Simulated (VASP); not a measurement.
A run of VASP 6.6.1 is set up as follows.

File INCAR:

```
PREC = Accurate
ENCUT = 520
EDIFF = 1E-6
ISMEAR = 0
SIGMA = 0.05
LREAL = F
LASPH = T
NELM = 100
ALGO = Normal
ISIF = 2
LWAVE = F
LCHARG = F
GGA = PE
NBANDS = 16
```

File KPOINTS:

```
Automatic mesh
0
Gamma
  20 20 10
```

File POSCAR:

```
Co
1.0
    2.4933817706      0.0000000000      0.0000000000
   -1.2466908853      2.1593319547      0.0000000000
    0.0000000000      0.0000000000      4.0310557688
Co
2
Direct
    0.3333333333      0.6666666667      0.7500000000
    0.6666666667      0.3333333333      0.2500000000
```

Potentials or basis: VASP PAW PBE potentials, release 64 (Co).

Run with:

```console
$ cat potpaw_PBE.64/Co/POTCAR > POTCAR
$ mpirun -np 1 vasp_std > vasp.out
```

**Question.** What does it give for the band gap on the k mesh?

**Answer.** Zero (band 9 reaches 10.48 eV, above the bottom of band 10 at 9.06 eV).

**Question.** Predict the pressure.

**Answer.** -11.8 GPa.

Stress tensor (GPa, compression positive):
```
-11.45   0.00   0.00
  0.00 -11.45   0.00
  0.00   0.00 -12.50
```

Caveat: the run has no spin polarisation, though such a crystal can be magnetic. Spin polarisation is off, so any magnetic state and its effect on volume and gap are missing.
